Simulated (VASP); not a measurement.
Runs of VASP 6.6.1 on Sn2O3. The structure is that of space group Pn-3m (No. 224), or close to it. The cells are those of the table. 

```csv
cell,gap on the mesh (eV),pressure (GPa)
"a = 5.288 Å, 10 atoms",none,(a)
"a = 5.357 Å, 10 atoms",none,-5.3
"a = 5.146 Å, 10 atoms",none,(b)
"a = 5.254 Å, 10 atoms",none,0.2
"a = 5.183 Å, 10 atoms",none,5.1
```

Alike in all rows: task single point; level PBE; potentials or basis VASP PAW PBE potentials, release 64 (Sn_d, O); no spin polarisation; k mesh 11 × 11 × 11; cutoff (eV) 520; smearing fermi-dirac 0.0612256 eV.

Question: Fill in the values left out.

Answer: (a) -1.8; (b) 8.0.

Caveats: semilocal functionals underestimate gaps, so a narrow gap can read as zero; spin-orbit coupling is left out, which moves the levels of the heavy elements; the cell stands under pressure (at least some runs); the cell stands under tension (at least some runs).

A k mesh can miss the band edges, and the runs leave out spin-orbit coupling on Sn.

A gap of «none» marks levels without a gap at the run's occupations.
